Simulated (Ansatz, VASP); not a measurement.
Two plane-wave programs on Hf

Contents of INCAR:

```
ALGO = Fast ; EDIFF = 1E-6
ENCUT = 520 ; GGA = PS
ISIF = 2 ; ISMEAR = 0
LASPH = T ; LCHARG = T
LELF = T ; LREAL = F
LVHAR = T ; LWAVE = F
NBANDS = 17 ; NELM = 60
PREC = Accurate ; SIGMA = 0.15
```

Contents of KPOINTS:

```
k-points
0
Gamma
  18 18 10
```

POSCAR

```
Hf
1.0
    3.1602689342      0.0000000000      0.0000000000
   -1.5801344671      2.7368731798      0.0000000000
    0.0000000000      0.0000000000      5.5958000000
Hf
2
Direct
    0.3333333333      0.6666666667      0.2500000000
    0.6666666667      0.3333333333      0.7500000000
```

Input for Ansatz:

```yaml
crystal:
  lattice:
    - [3.1602689342, 0.0, 0.0]
    - [-1.5801344671, 2.7368731798, 0.0]
    - [0.0, 0.0, 5.5958]
  atoms:
    - { symbol: Hf, position: [0.3333333333, 0.6666666667, 0.25] }
    - { symbol: Hf, position: [0.6666666667, 0.3333333333, 0.75] }
basis:
  ecutwfc: 420
kpoints:
  mp_grid: { grid: [18, 18, 10] }
hamiltonian:
  xc: pbesol
  pseudopotentials: { kind: paw }
scf:
  occupations: { method: gaussian, width: 0.15 }
output:
  forces: true
  stress: true
  eigenvalues: true
```

Alike in both runs: task single point; functional PBEsol; k mesh 18 × 18 × 10; occupations gaussian, width 0.15 eV; no spin polarisation.

```csv
,VASP,Ansatz
version,VASP 6.6.1,Ansatz 0.2.0
potentials or method,"VASP PAW PBE potentials, release 64 (Hf_pv), cutoff 520 eV","scalar-relativistic, plane waves, PAW"
valence electrons in the cell,20,52
```

|  | VASP | Ansatz | Ansatz less VASP |
| --- | --- | --- | --- |
| gap on the k mesh at the Fermi level (eV) | none | none | - |
| pressure (GPa) | -10.7 | -10.4 | +0.34 |
| traceless stress, the component that is largest in VASP (GPa) | -6.95 | -6.96 | -0.014 |

VASP's potentials were made for PBE, not for PBEsol. A gap of «none» marks a metal or a gap that the smearing closes. VASP's potentials hold 20 valence electrons a cell and Ansatz's 52, so a difference there can come from the potentials and not from the codes.

Neither program's run includes spin-orbit coupling.
